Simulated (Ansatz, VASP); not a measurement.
## One calculation of Sn4S, two programs

INCAR

```
ALGO = Normal ; EDIFF = 1E-6
EDIFFG = -0.01 ; ENCUT = 600
GGA = PE ; IBRION = 2
ISIF = 3 ; ISMEAR = 0
LASPH = True ; LCHARG = False
LREAL = False ; LWAVE = False
NELM = 60 ; NSW = 100
PREC = Accurate ; SIGMA = 0.1
```

File KPOINTS:

```
k-points
0
Gamma
  8 8 8
```

POSCAR

```
Sn4S
1.0
    5.3756042931      0.0000000000      0.0000000000
    0.0000000000      5.3756042931      0.0000000000
    0.0000000000      0.0000000000      5.3756042931
Sn S
4 1
Direct
    0.0000000000      0.5000000000      0.5000000000
    0.5000000000      0.0000000000      0.5000000000
    0.5000000000      0.5000000000      0.0000000000
    0.0000000000      0.0000000000      0.0000000000
    0.5000000000      0.5000000000      0.5000000000
```

Input for Ansatz:

```yaml
crystal:
  lattice:
    - [5.3756042931, 0.0, 0.0]
    - [0.0, 5.3756042931, 0.0]
    - [0.0, 0.0, 5.3756042931]
  atoms:
    - { symbol: Sn, position: [0.0, 0.5, 0.5] }
    - { symbol: Sn, position: [0.5, 0.0, 0.5] }
    - { symbol: Sn, position: [0.5, 0.5, 0.0] }
    - { symbol: Sn, position: [0.0, 0.0, 0.0] }
    - { symbol: S, position: [0.5, 0.5, 0.5] }
basis:
  ecutwfc: 420
kpoints:
  mp_grid: { grid: [8, 8, 8] }
hamiltonian:
  xc: pbe
scf:
  occupations: { method: gaussian, width: 0.1 }
output:
  forces: true
  stress: true
  eigenvalues: true
relax:
  adjacent_minimum: "off"
  f_tol: 0.01
  max_steps: 80
  cell: { stress_tol: 0.05 }
```

Alike in both runs: task relaxation of cell and atoms; functional PBE; k mesh 8 × 8 × 8; occupations gaussian, width 0.1 eV; no spin polarisation.

|  | VASP | Ansatz |
| --- | --- | --- |
| version | VASP 6.6.1 | Ansatz 0.2.0 |
| potentials or method | VASP PAW PBE potentials, release 64 (Sn_d, S), cutoff 600 eV | scalar-relativistic, plane waves, PAW |
| valence electrons in the cell | 62 | 62 |

```tsv
	VASP	Ansatz	Ansatz less VASP
gap on the k mesh at the Fermi level, each at its own relaxed structure (eV)	none	none	-
relaxed volume (Å³/atom)	30.92	30.92	0.000
relaxed cell length with the largest relative difference (Å)	5.367	5.367	0.0000
```

A gap of «none» marks a metal or a gap that the smearing closes.
